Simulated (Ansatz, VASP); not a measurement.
Two plane-wave programs on Al4Cu

Contents of INCAR:

```
PREC     = Accurate       # precision mode
ENCUT    = 600            # plane-wave cutoff, eV
EDIFF    = 1E-6           # SCF threshold, eV
ISMEAR   = 0              # smearing method
SIGMA    = 0.1            # smearing width, eV
LREAL    = F              # projectors in reciprocal space
LASPH    = T              # aspherical terms in the spheres
NELM     = 60             # most SCF steps
ALGO     = Normal         # electronic algorithm
ISIF     = 3              # what is computed and relaxed
LWAVE    = F              # write WAVECAR
LCHARG   = F              # write CHGCAR
GGA      = PE             # functional
IBRION   = 2              # ionic algorithm
NSW      = 90             # ionic steps
EDIFFG   = -0.04          # ionic threshold
```

The input KPOINTS:

```
Automatic mesh
0
Gamma
  4 4 4
```

The input POSCAR:

```
Al4Cu
1.0
   -2.8707435300      2.8707435300      2.8707435300
    2.8707435300     -2.8707435300      2.8707435300
    2.8707435300      2.8707435300     -2.8707435300
Al Cu
4 1
Direct
    0.3495999900      0.3495999900      0.3495999900
    0.6504000100      0.0000000000      0.0000000000
    0.0000000000      0.0000000000      0.6504000100
    0.0000000000      0.6504000100      0.0000000000
    0.0000000000      0.0000000000      0.0000000000
```

Input for Ansatz:

```yaml
crystal:
  lattice:
    - [-2.87074353, 2.87074353, 2.87074353]
    - [2.87074353, -2.87074353, 2.87074353]
    - [2.87074353, 2.87074353, -2.87074353]
  atoms:
    - { symbol: Al, position: [0.34959999, 0.34959999, 0.34959999] }
    - { symbol: Al, position: [0.65040001, 0.0, 0.0] }
    - { symbol: Al, position: [0.0, 0.0, 0.65040001] }
    - { symbol: Al, position: [0.0, 0.65040001, 0.0] }
    - { symbol: Cu, position: [0.0, 0.0, 0.0] }
basis:
  ecutwfc: 420
kpoints:
  mp_grid: { grid: [4, 4, 4] }
hamiltonian:
  xc: pbe
scf:
  occupations: { method: gaussian, width: 0.1 }
  lower_state_search: "off"
output:
  forces: true
  stress: true
  eigenvalues: true
relax:
  adjacent_minimum: "off"
  f_tol: 0.04
  max_steps: 70
  cell: { stress_tol: 0.4 }
```

Change from the starting cell: species swapped into the GeF4 type (I-43m, No. 217).

Alike in both runs: task relaxation of cell and atoms; functional PBE; k mesh 4 × 4 × 4; occupations gaussian, width 0.1 eV; no spin polarisation.

|  | VASP | Ansatz |
| --- | --- | --- |
| version | VASP 6.6.1 | Ansatz 0.2.0 |
| potentials or method | VASP PAW PBE potentials, release 64 (Al, Cu), cutoff 600 eV | scalar-relativistic, plane waves, PAW |
| valence electrons in the cell | 23 | 31 |

VASP gave:

- gap on the k mesh at the Fermi level, each at its own relaxed structure (eV): none
- relaxed volume (Å³/atom): 18.45
- relaxed cell length with the largest relative difference (Å): 4.930

Problem. Which values does Ansatz return?

Solution. gap on the k mesh at the Fermi level, each at its own relaxed structure (eV): none; relaxed volume (Å³/atom): 18.43; relaxed cell length with the largest relative difference (Å): 4.928.

A gap of «none» marks a metal or a gap that the smearing closes. VASP's potentials hold 23 valence electrons a cell and Ansatz's 31, so a difference there can come from the potentials and not from the codes.

The k mesh is coarse, so the values compare programs but aren't converged. Noted on VASP's run: too few bands were computed for a metal, which touches its energy and stress.
